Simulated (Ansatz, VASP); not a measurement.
**One calculation of MgS, two programs**

Contents of INCAR:

```
SYSTEM = MgS
  PREC = Accurate
  ENCUT = 600
  EDIFF = 1E-6
  ISMEAR = 0
  SIGMA = 0.02
  LREAL = .FALSE.
  LASPH = .TRUE.
  NELM = 120
  ALGO = Normal
  ISIF = 2
  LWAVE = .FALSE.
  LCHARG = .TRUE.
  GGA = PS
  LELF = .TRUE.
  LVHAR = .TRUE.
  NBANDS = 11
  GGA_COMPAT = .FALSE.
```

KPOINTS

```
Automatic mesh
0
G
  8 8 8
  0 0 0
```

POSCAR

```
MgS
1.0
    0.0000000000      2.8258920507      2.8258920507
    2.8258920507      0.0000000000      2.8258920507
    2.8258920507      2.8258920507      0.0000000000
Mg S
1 1
Direct
    0.0000000000      0.0000000000      0.0000000000
    0.2500000000      0.2500000000      0.2500000000
```

Input for Ansatz:

```yaml
crystal:
  lattice:
    - [0.0, 2.8258920507, 2.8258920507]
    - [2.8258920507, 0.0, 2.8258920507]
    - [2.8258920507, 2.8258920507, 0.0]
  atoms:
    - { symbol: Mg, position: [0.0, 0.0, 0.0] }
    - { symbol: S, position: [0.25, 0.25, 0.25] }
basis:
  ecutwfc: 420
kpoints:
  mp_grid: { grid: [8, 8, 8] }
  band_path:
    path:
      - [[0.0, 0.0, 0.0], [-0.5, -0.5, 0.0], [-0.375, -0.375, 0.25]]
      - [[-0.375, 0.0, 0.375], [0.0, 0.0, 0.0], [0.0, 0.0, 0.5], [-0.5, -0.25, 0.25], [-0.5, -0.5, 0.0]]
    npoints: 10
hamiltonian:
  xc: pbesol
  pseudopotentials: { kind: paw }
scf:
  occupations: { method: gaussian, width: 0.02 }
  n_extra_bands: 7
output:
  forces: true
  stress: true
  eigenvalues: true
```

Alike in both runs: task single point; functional PBEsol; k mesh 8 × 8 × 8; occupations gaussian, width 0.02 eV; no spin polarisation.

|  | VASP | Ansatz |
| --- | --- | --- |
| version | VASP 6.6.1 | Ansatz 0.2.0 |
| potentials or method | VASP PAW PBE potentials, release 64 (Mg, S), cutoff 600 eV | scalar-relativistic, plane waves, PAW |
| valence electrons in the cell | 8 | 16 |

|  | VASP | Ansatz | Ansatz less VASP |
| --- | --- | --- | --- |
| gap on the k mesh at the Fermi level (eV) | 3.32 | 3.32 | -0.003 |
| least direct gap on the mesh (eV) | 3.32 | 3.32 | -0.003 |
| pressure (GPa) | -0.1 | 0.0 | +0.07 |

VASP's potentials were made for PBE, not for PBEsol. VASP's potentials hold 8 valence electrons a cell and Ansatz's 16, so a difference there can come from the potentials and not from the codes.
